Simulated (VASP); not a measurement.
Here is a VASP 6.6.1 calculation.

POSCAR

```
Al
1.0
    2.7792541287      0.0000000000      0.0000000000
   -1.3896270643      2.4069046790      0.0000000000
    0.0000000000      0.0000000000      4.5470809075
Al
2
Direct
    0.3333333333      0.6666666667      0.2500000000
    0.6666666667      0.3333333333      0.7500000000
```

File INCAR.step1:

```
PREC = Accurate
ENCUT = 520
ISMEAR = 0
SIGMA = 0.05
LREAL = False
LASPH = True
NELM = 100
NBANDS = 10
GGA = PE
ALGO = Normal
EDIFF = 1E-4
LWAVE = True
LCHARG = False
```

The input INCAR.step2:

```
PREC = Accurate
ENCUT = 520
EDIFF = 1E-6
ISMEAR = 0
SIGMA = 0.05
LREAL = False
LASPH = True
NELM = 100
ALGO = Normal
ISIF = 2
LWAVE = False
LCHARG = False
METAGGA = R2SCAN
LMIXTAU = True
NBANDS = 10
ISTART = 1
```

Contents of KPOINTS:

```
Automatic mesh
0
Gamma
  19 19 10
```

Potentials or basis: VASP PAW PBE potentials, release 64 (Al).

Command:

```bash
$ cat potpaw_PBE.64/Al/POTCAR > POTCAR
$ cp INCAR.step1 INCAR
$ mpirun -np 1 vasp_std > vasp.out
$ cp INCAR.step2 INCAR
$ mpirun -np 1 vasp_std > vasp.out
```

What does it give for the pressure?

4.6 GPa.

What does it give for the band gap on the k mesh?

Zero (bands 3 and 4 overlap by 7.97 eV).

Caveat: the cell stands under pressure; the PAW data sets were made with another functional, which shifts forces and pressure a little.
